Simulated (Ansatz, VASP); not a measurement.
# Si7Ge in VASP and in Ansatz

```
CELL_PARAMETERS angstrom
5.46540 0.00000 0.00000
0.00000 5.46540 0.00000
0.00000 0.00000 5.46540
ATOMIC_POSITIONS crystal
Si 0.25262 0.25262 0.25262
Si 0.00000 0.50000 0.50000
Si 0.50000 0.50000 0.00000
Si 0.50000 0.00000 0.50000
Si 0.74738 0.25262 0.74738
Si 0.74738 0.74738 0.25262
Si 0.25262 0.74738 0.74738
Ge 0.02377 0.02377 0.02377
```

Alike in both runs: task single point; functional PBEsol; k mesh 6 × 6 × 6; occupations gaussian, width 0.03 eV; no spin polarisation.

|  | VASP | Ansatz |
| --- | --- | --- |
| version | VASP 6.6.1 | Ansatz 0.2.0 |
| potentials or method | VASP PAW PBE potentials, release 64 (Si, Ge_d), cutoff 520 eV | scalar-relativistic, plane waves, PAW |
| valence electrons in the cell | 42 | 42 |

Ansatz gave:

| Item | Value |
| --- | --- |
| gap on the k mesh at the Fermi level (eV) | 0.21 |
| least direct gap on the mesh (eV) | 0.21 |
| pressure (GPa) | 0.3 |
| traceless stress, the component that is largest in VASP (GPa) | 1.75 |
| rms of the force components (eV/Å) | 0.991 |

Question: Which values does VASP return?

Answer: gap on the k mesh at the Fermi level (eV): 0.20; least direct gap on the mesh (eV): 0.20; pressure (GPa): 0.4; traceless stress, the component that is largest in VASP (GPa): 1.74; rms of the force components (eV/Å): 0.988.

VASP's potentials were made for PBE, not for PBEsol. Atom by atom the forces differ by 0.005 eV/Å (rms over components).
